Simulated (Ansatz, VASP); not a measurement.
# One calculation of LiW, two programs

INCAR

```
ALGO = Normal ; EDIFF = 1E-6
EDIFFG = -0.01 ; ENCUT = 600
GGA = CA ; IBRION = 2
ISIF = 3 ; ISMEAR = 0
LASPH = True ; LCHARG = False
LREAL = False ; LWAVE = False
NELM = 80 ; NSW = 60
PREC = Accurate ; SIGMA = 0.0753
```

File KPOINTS:

```
k-points
0
Gamma
  5 5 5
```

File POSCAR:

```
LiW
1.0
    0.0000000000      3.1357540000      3.1357540000
    3.1357540000      0.0000000000      3.1357540000
    3.1357540000      3.1357540000      0.0000000000
Li W
2 2
Direct
    0.0000000000      0.0000000000      0.0000000000
    0.2500000000      0.2500000000      0.2500000000
    0.5000000000      0.5000000000      0.5000000000
    0.7500000000      0.7500000000      0.7500000000
```

Input for Ansatz:

```yaml
crystal:
  lattice:
    - [0.0, 3.135754, 3.135754]
    - [3.135754, 0.0, 3.135754]
    - [3.135754, 3.135754, 0.0]
  atoms:
    - { symbol: Li, position: [0.0, 0.0, 0.0] }
    - { symbol: Li, position: [0.25, 0.25, 0.25] }
    - { symbol: W, position: [0.5, 0.5, 0.5] }
    - { symbol: W, position: [0.75, 0.75, 0.75] }
  symmetry: { tolerance: 0.0003 }
kpoints:
  mp_grid: { grid: [5, 5, 5], shift: [0, 0, 0] }
magnetization:
  spin_polarized: false
scf:
  occupations: { method: gaussian, width: 0.0753 }
  initial_density: { chi_scale: 0.3 }
hamiltonian:
  pseudopotentials: { kind: paw }
  xc: lda
basis:
  ecutwfc: 500
  xc_grid: 1
output:
  forces: true
  stress: true
  eigenvalues: true
relax:
  max_steps: 40
  cell: {}
```

Alike in both runs: task relaxation of cell and atoms; functional LDA; k mesh 5 × 5 × 5; occupations gaussian, width 0.0753 eV; no spin polarisation.

```csv
,VASP,Ansatz
version,VASP 6.6.1,Ansatz 0.2.0
potentials or method,"VASP PAW LDA potentials, release 64 (Li_sv, W_sv), cutoff 600 eV",PAW plane waves
valence electrons in the cell,34,34
```

VASP gave:

| Item | Value |
| --- | --- |
| gap on the k mesh at the Fermi level, each at its own relaxed structure (eV) | none |
| relaxed volume (Å³/atom) | 14.09 |
| relaxed cell length with the largest relative difference (Å) | 4.303 |

Question: Which values does Ansatz return?

Answer: gap on the k mesh at the Fermi level, each at its own relaxed structure (eV): none; relaxed volume (Å³/atom): 14.02; relaxed cell length with the largest relative difference (Å): 4.297.

LDA's correlation is that of Perdew and Zunger in VASP and of Perdew and Wang (1992) in Ansatz. A gap of «none» marks a metal or a gap that the smearing closes.

Spin-orbit coupling is off throughout. Noted on VASP's run: the cutoff is short for stress, so the pressure is rough.
